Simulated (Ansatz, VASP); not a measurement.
**Two plane-wave programs on Tl**

```
CELL_PARAMETERS angstrom
6.14786 0.00000 0.00000
0.00000 6.14786 0.00000
0.00000 0.00000 6.14786
ATOMIC_POSITIONS crystal
Tl 0.50000 0.50000 0.50000
Tl 0.00000 0.00000 0.00000
Tl 0.25000 0.00000 0.50000
Tl 0.50000 0.25000 0.00000
Tl 0.50000 0.75000 0.00000
Tl 0.75000 0.00000 0.50000
Tl 0.00000 0.50000 0.75000
Tl 0.00000 0.50000 0.25000
```

Alike in both runs: functional PBEsol; k mesh 6 × 6 × 6; occupations gaussian, width 0.1 eV; no spin polarisation.

Ansatz relaxed the structure, and its values are those at the end. VASP's run is a single point on that final structure, the one shown.

|  | VASP | Ansatz |
| --- | --- | --- |
| version | VASP 6.6.1 | Ansatz 0.2.0 |
| potentials or method | VASP PAW PBE potentials, release 64 (Tl_d), cutoff 520 eV | scalar-relativistic, plane waves, PAW |
| valence electrons in the cell | 104 | 104 |

|  | VASP | Ansatz | Ansatz less VASP |
| --- | --- | --- | --- |
| gap on the k mesh at the Fermi level (eV) | none | none | - |
| pressure (GPa) | -0.1 | 0.0 | +0.09 |

VASP's potentials were made for PBE, not for PBEsol. A gap of «none» marks a metal or a gap that the smearing closes. With one functional, cell and mesh, what is left measures potentials, basis and numerics.

Spin-orbit coupling is off throughout.
